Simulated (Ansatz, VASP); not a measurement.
# Be in VASP and in Ansatz

```
Be
1.0
     2.26258    0.00000    0.00000
    -1.13129    1.95945    0.00000
     0.00000    0.00000    3.56749
Be
2
Direct
  0.33333 0.66667 0.25000
  0.66667 0.33333 0.75000
```

Alike in both runs: functional r2SCAN; k mesh 21 × 21 × 12; occupations fermi-dirac, width 0.15 eV; no spin polarisation.

Ansatz relaxed the structure, and its values are those at the end. VASP's run is a single point on that final structure, the one shown.

|  | VASP | Ansatz |
| --- | --- | --- |
| version | VASP 6.6.1 | Ansatz 0.2.0 |
| potentials or method | VASP PAW PBE potentials, release 64 (Be), cutoff 520 eV | scalar-relativistic, plane waves, PAW |
| valence electrons in the cell | 4 | 4 |

|  | VASP | Ansatz | Ansatz less VASP |
| --- | --- | --- | --- |
| gap on the k mesh at the Fermi level (eV) | none | none | - |
| pressure (GPa) | 0.2 | 0.0 | -0.20 |

VASP's potentials were made for PBE, not for r2SCAN. A gap of «none» marks a metal or a gap that the smearing closes.
